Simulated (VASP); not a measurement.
# Cu2Re (P4/nmm) in VASP: single point with PBE

Aim: the single point of Cu2Re with PBE.

Everything below comes from runs of VASP 6.6.1. Logs are shortened: lines on timing, memory, paths and dates and some standing lists are left out, and cuts for length are marked.

## (1) The cell of the first run

It takes space group P4/nmm (No. 129, tetragonal). The conventional cell has a = 3.291 Å, b = 3.291 Å, c = 7.529 Å, α = 90.00°, β = 90.00°, γ = 90.00°. Cu (site symmetry -4m2) has 8 Cu at 2.33 to 2.46 Å within 3.1 Å. Cu (site symmetry 4mm) has 8 Cu at 2.46 to 3.29 Å and 5 Re at 2.59 to 2.66 Å within 3.3 Å. Within 3.6 Å of Re (site symmetry 4mm) lie 9 Cu at 2.59 to 3.52 Å and 8 Re at 2.66 to 3.29 Å.

## (2) Single point, PBE

INCAR reads:

```
ALGO = Fast
EDIFF = 1E-6
ENCUT = 520
GGA = PE
ISIF = 2
ISMEAR = 0
LASPH = True
LCHARG = False
LREAL = False
LWAVE = False
NBANDS = 38
NELM = 80
PREC = Accurate
SIGMA = 0.1
```

KPOINTS reads:

```
k-points
0
Gamma
  12 12 6
```

POSCAR reads:

```
Cu2Re
1.0
    3.2909028770      0.0000000000      0.0000000000
    0.0000000000      3.2909028770      0.0000000000
    0.0000000000      0.0000000000      7.5288124900
Cu Re
4 2
Direct
    0.0000000000      0.0000000000      0.0000000000
    0.5000000000      0.5000000000      0.0000000000
    0.0000000000      0.5000000000      0.2428407784
    0.5000000000      0.0000000000      0.7571592216
    0.0000000000      0.5000000000      0.5862059208
    0.5000000000      0.0000000000      0.4137940792
```

Potentials or basis: VASP PAW PBE potentials, release 64 (Cu, Re).

Command:

```bash
> cat potpaw_PBE.64/Cu/POTCAR potpaw_PBE.64/Re/POTCAR > POTCAR
> mpirun -np 1 vasp_std > vasp.out
```

OUTCAR:

```text
EDIFF = 1E-6
   ENCUT = 520
   GGA = PE
   ISIF = 2
   ISMEAR = 0
   LASPH = True
   LREAL = False
   NELM = 80
   PREC = Accurate

 ion  position               nearest neighbor table
   1  0.000  0.000  0.000-   2 2.33   2 2.33   2 2.33   2 2.33   3 2.46   4 2.46   4 2.46   3 2.46

   2  0.500  0.500  0.000-   1 2.33   1 2.33   1 2.33   1 2.33   4 2.46   4 2.46   3 2.46   3 2.46

   3  0.000  0.500  0.243-   1 2.46   2 2.46   1 2.46   2 2.46   5 2.59   6 2.66   6 2.66   6 2.66
                             6 2.66
   4  0.500  0.000  0.757-   1 2.46   2 2.46   2 2.46   1 2.46   6 2.59   5 2.66   5 2.66   5 2.66
                             5 2.66
   5  0.000  0.500  0.586-   3 2.59   4 2.66   4 2.66   4 2.66   4 2.66   6 2.66   6 2.66   6 2.66
                             6 2.66
   6  0.500  0.000  0.414-   4 2.59   3 2.66   3 2.66   3 2.66   3 2.66   5 2.66   5 2.66   5 2.66
                             5 2.66

  LATTYP: Found a simple tetragonal cell.
 ALAT       =     3.2909028770
 C/A-ratio  =     2.2877650211

  Lattice vectors:

 A1 = (   3.2909028770,   0.0000000000,   0.0000000000)
 A2 = (   0.0000000000,   3.2909028770,   0.0000000000)
 A3 = (   0.0000000000,   0.0000000000,   7.5288124900)

Analysis of symmetry for initial positions (statically):
=====================================================================
 Subroutine PRICEL returns:
 Original cell was already a primitive cell.

 Routine SETGRP: Setting up the symmetry group for a
 simple tetragonal supercell.

 Subroutine GETGRP returns: Found 16 space group operations
 (whereof  8 operations were pure point group operations)
 out of a pool of 16 trial point group operations.

The static configuration has the point symmetry D_2d.
 The point group associated with its full space group is D_4h.

Analysis of symmetry for dynamics (positions and initial velocities):
=====================================================================
 Subroutine PRICEL returns:
 Original cell was already a primitive cell.

 Routine SETGRP: Setting up the symmetry group for a
 simple tetragonal supercell.

 Subroutine GETGRP returns: Found 16 space group operations
 (whereof  8 operations were pure point group operations)
 out of a pool of 16 trial point group operations.

The dynamic configuration has the point symmetry D_2d.
 The point group associated with its full space group is D_4h.

 Subroutine INISYM returns: Found 16 space group operations
 (whereof  8 operations are pure point group operations),
 and found     1 'primitive' translations

----------------------------------------------------------------------------------------

                                     Primitive cell

  volume of cell :      81.5374

  direct lattice vectors                    reciprocal lattice vectors
     3.290902877  0.000000000  0.000000000     0.303867977  0.000000000  0.000000000
     0.000000000  3.290902877  0.000000000     0.000000000  0.303867977  0.000000000
     0.000000000  0.000000000  7.528812490     0.000000000  0.000000000  0.132823072

  length of vectors
     3.290902877  3.290902877  7.528812490     0.303867977  0.303867977  0.132823072

  position of ions in fractional coordinates (direct lattice)
     0.000000000  0.000000000  0.000000000
     0.500000000  0.500000000  0.000000000
     0.000000000  0.500000000  0.242840778
     0.500000000  0.000000000  0.757159222
     0.000000000  0.500000000  0.586205921
     0.500000000  0.000000000  0.413794079

  ion indices of the primitive-cell ions
   primitive index   ion index
                 1           1
                 2           2
                 3           3
                 4           4
                 5           5
                 6           6

----------------------------------------------------------------------------------------

 KPOINTS: k-points

Automatic generation of k-mesh.
 Grid dimensions read from file:
 generate k-points for:   12   12    6

 Generating k-lattice:

  Cartesian coordinates                     Fractional coordinates (reciprocal lattice)
     0.025322331  0.000000000  0.000000000     0.083333333  0.000000000  0.000000000
     0.000000000  0.025322331  0.000000000     0.000000000  0.083333333  0.000000000
     0.000000000  0.000000000  0.022137179     0.000000000  0.000000000  0.166666667

  Length of vectors
     0.025322331  0.025322331  0.022137179

  Shift w.r.t. Gamma in fractional coordinates (k-lattice)
     0.000000000  0.000000000  0.000000000

 Subroutine IBZKPT returns following result:
 ===========================================

 Found    112 irreducible k-points:

 Following reciprocal coordinates:
            Coordinates               Weight
  0.000000  0.000000  0.000000      1.000000
  0.083333  0.000000  0.000000      4.000000
  0.166667  0.000000  0.000000      4.000000
  0.250000  0.000000  0.000000      4.000000
  0.333333  0.000000  0.000000      4.000000
  0.416667  0.000000  0.000000      4.000000
[... 16 lines left out ...]
  0.333333  0.333333  0.000000      4.000000
  0.416667  0.333333  0.000000      8.000000
 [... further k-points ...]
   k-points           NKPTS =    112   k-points in BZ     NKDIM =    112   number of bands    NBANDS=     38
   number of dos      NEDOS =    301   number of ions     NIONS =      6
   total plane-waves  NPLWV =  32256
   dimension x,y,z NGX =    24 NGY =   24 NGZ =   56
   dimension x,y,z NGXF=    48 NGYF=   48 NGZF=  112
   ions per type =               4   2
   NGX,Y,Z   is equivalent  to a cutoff of  12.12, 12.12, 12.37 a.u.
   NGXF,Y,Z  is equivalent  to a cutoff of  24.25, 24.25, 24.73 a.u.
 SYSTEM =  unknown system
   PREC   = accura    normal or accurate (medium, high low for compatibility)
   ISTART =      0    job   : 0-new  1-cont  2-samecut
   ICHARG =      2    charge: 1-file 2-atom 10-const
   ISPIN  =      1    spin polarized calculation?
   LNONCOLLINEAR =      F non collinear calculations
   LSORBIT =      F    spin-orbit coupling
   LASPH  =      T    aspherical Exc in radial PAW
   ENCUT  =  520.0 eV  38.22 Ry    6.18 a.u.   6.12  6.12 14.00*2*pi/ulx,y,z
   NELM   =     80;   NELMIN=  2; NELMDL= -5     # of ELM steps
   EDIFF  = 0.1E-05   stopping-criterion for ELM
   LREAL  =      F    real-space projection
   EDIFFG = 0.1E-04   stopping-criterion for IOM
   NSW    =      0    number of steps for IOM
   IBRION =     -1    ionic relax: 0-MD 1-quasi-New 2-CG
   NFREE  =      0    steps in history (QN), initial steepest desc. (CG)
   ISIF   =      2    stress and relaxation
   ISYM   =      2    0-nonsym 1-usesym 2-fastsym
   POTIM  = 0.5000    time-step for ionic-motion
   TEBEG  =    0.0;   TEEND  =   0.0 temperature during run
   PSTRESS=    0.0 pullay stress
   NELECT =      58.0000    total number of electrons
   NUPDOWN=      -1.0000    fix difference up-down
   EMIN   =  10.00;   EMAX   =-10.00  energy-range for DOS
   EFERMI =   0.00;   METHOD = LEGACY
   ISMEAR =     0;   SIGMA  =   0.10  broadening in eV -4-tet -1-fermi 0-gaus
   EFERMI_NEDOS =   21; number of points for ismear=-14 and -15
   IALGO  =     68    algorithm
   IMIX   =      4    mixing-type and parameters
     AMIX     =   0.40;   BMIX     =  1.00
     AMIX_MAG =   1.60;   BMIX_MAG =  1.00
  volume/ion in A,a.u.               =      13.59        91.71
  Fermi-wavevector in a.u.,A,eV,Ry     =   1.461387  2.761621 29.057316  2.135652
  Thomas-Fermi vector in A             =   2.577725
   LORBIT       =      0    0 simple, 1 ext, 2 COOP (PROOUT), +10 PAW based schemes
   GGA     = PE    functional components
   LHFCALC =     F    Hartree Fock is set to
   AEXX    =    0.0000 exact exchange contribution
   IVDW    =     0    specifies the selected vdW correction
   LEPSILON=     F    determine dielectric tensor
   LRPA    =     F    only Hartree local field effects (RPA)
 non-spin polarized calculation
 RMM-DIIS sequential band-by-band and
 Gauss-broadening in eV      SIGMA  =   0.10
  energy-cutoff  :      520.00
  volume of cell :       81.54
 maximum number of plane-waves:      2224
   NGX = 13   NGY = 13   NGZ = 27

 number of electron      57.9999895 magnetization

 Free energy of the ion-electron system (eV)
  ---------------------------------------------------
  ext. energy  EPLUGINS =         0.00000000
  ---------------------------------------------------
  free energy    TOTEN  =       -37.00907455 eV

  energy without entropy =      -36.99531726  energy(sigma->0) =      -37.00219590

 E-fermi :   7.2090     XC(G=0): -12.7252

 val. band max:        7.2031150199   @ k =   0.5000   0.0833   0.0000
 cond. band min:       7.2183768181   @ k =   0.5000   0.1667   0.1667
 fundamental gap:      0.0152617983
 Fermi energy:         7.2089938160

 k-point     1 :       0.0000    0.0000    0.0000
  band No.  band energies     occupation
      1      -2.1866      2.00000
      2       0.1646      2.00000
      3       1.0117      2.00000
      4       1.5870      2.00000
      5       2.0597      2.00000
      6       2.8103      2.00000
[... 30 lines left out ...]
     37      13.5343      0.00000
     38      16.6313      0.00000

 k-point     2 :       0.0833    0.0000    0.0000
  band No.  band energies     occupation
      1      -2.0647      2.00000
      2       0.2571      2.00000
      3       1.0445      2.00000
      4       1.6660      2.00000
      5       2.0997      2.00000
      6       2.8419      2.00000
[... 30 lines left out ...]
     37      13.6122      0.00000
     38      15.8933      0.00000

 k-point     3 :       0.1667    0.0000    0.0000
  band No.  band energies     occupation
      1      -1.7068      2.00000
      2       0.5154      2.00000
      3       1.1097      2.00000
      4       1.8889      2.00000
      5       2.2195      2.00000
      6       2.8516      2.00000
[... 30 lines left out ...]
     37      13.6888      0.00000
     38      15.1255      0.00000

 k-point     4 :       0.2500    0.0000    0.0000
  band No.  band energies     occupation
      1      -1.1360      2.00000
      2       0.8696      2.00000
      3       1.1656      2.00000
      4       2.1281      2.00000
      5       2.4445      2.00000
      6       2.7869      2.00000
[... 30 lines left out ...]
     37      13.2565      0.00000
     38      14.5578      0.00000
[... 703 lines left out ...]
      4       2.2144      2.00000
      5       2.8463      2.00000
      6       2.8463      2.00000
[... 30 lines left out ...]
     37      13.4608      0.00000
     38      13.4710      0.00000

 k-point    23 :       0.3333    0.3333    0.0000
  band No.  band energies     occupation
      1       0.7254      2.00000
      2       2.1930      2.00000
      3       2.2478      2.00000
      4       2.4326      2.00000
      5       2.8031      2.00000
      6       2.9775      2.00000
[... 30 lines left out ...]
     37      13.3072      0.00000
     38      13.6006      0.00000

 k-point    24 :       0.4167    0.3333    0.0000
  band No.  band energies     occupation
      1       1.1447      2.00000
      2       1.9123      2.00000
      3       2.4350      2.00000
      4       2.5815      2.00000
      5       2.7453      2.00000
      6       2.8241      2.00000
[... 30 lines left out ...]
     37      12.9869      0.00000
     38      13.4273      0.00000

 [... further k-points ...]

------------------------ aborting loop because EDIFF is reached ----------------------------------------

  FORCE on cell =-STRESS in cart. coord.  units (eV):
  Direction    XX          YY          ZZ          XY          YZ          ZX
  --------------------------------------------------------------------------------------
  -------------------------------------------------------------------------------------
  Total        0.0231399      0.0231399      0.1681421      0.0000000      0.0000000     -0.0000000
  in kB        0.4546896      0.4546896      3.3039265      0.0000000      0.0000000     -0.0000000
  external PRESSURE =       1.4044352 kB  Pullay stress =       0.0000000 kB

 VOLUME and BASIS-vectors are now :
 -----------------------------------------------------------------------------
  energy-cutoff  :      520.00
  volume of cell :       81.54
      direct lattice vectors                 reciprocal lattice vectors
     3.290902877  0.000000000  0.000000000     0.303867977  0.000000000  0.000000000
     0.000000000  3.290902877  0.000000000     0.000000000  0.303867977  0.000000000
     0.000000000  0.000000000  7.528812490     0.000000000  0.000000000  0.132823072

 POSITION                                       TOTAL-FORCE (eV/Angst)
 -----------------------------------------------------------------------------------
      0.00000      0.00000      0.00000         0.000000      0.000000      0.000000
      1.64545      1.64545      0.00000         0.000000      0.000000      0.000000
      0.00000      1.64545      1.82830         0.000000      0.000000      0.007805
      1.64545      0.00000      5.70051        -0.000000      0.000000     -0.007805
      0.00000      1.64545      4.41343         0.000000     -0.000000     -0.090698
      1.64545      0.00000      3.11538         0.000000      0.000000      0.090698
 -----------------------------------------------------------------------------------
    total drift:                                0.000000     -0.000000     -0.000000

  FREE ENERGIE OF THE ION-ELECTRON SYSTEM (eV)
  ---------------------------------------------------
  free  energy   TOTEN  =       -37.0090745518 eV

  energy  without entropy=      -36.9953172568  energy(sigma->0) =      -37.00219590
```

Wall time 11 min (1 thread of Intel Xeon 8259CL, shared host); peak memory 0.39 GiB.

Results:

```
Free energy            : -37.0091 eV
Pressure               : 0.1 GPa
Largest force          : 0.091 eV/Å
Band gap on the k mesh : zero (bands 29 and 30 overlap by 1.19 eV)
```

Forces on the atoms (eV/Å):
```
Cu   0.000  0.000  0.000
Cu   0.000  0.000  0.000
Cu   0.000  0.000  0.008
Cu   0.000  0.000 -0.008
Re   0.000  0.000 -0.091
Re   0.000  0.000  0.091
```

Caveat: spin-orbit coupling is left out, which moves the levels of the heavy elements.
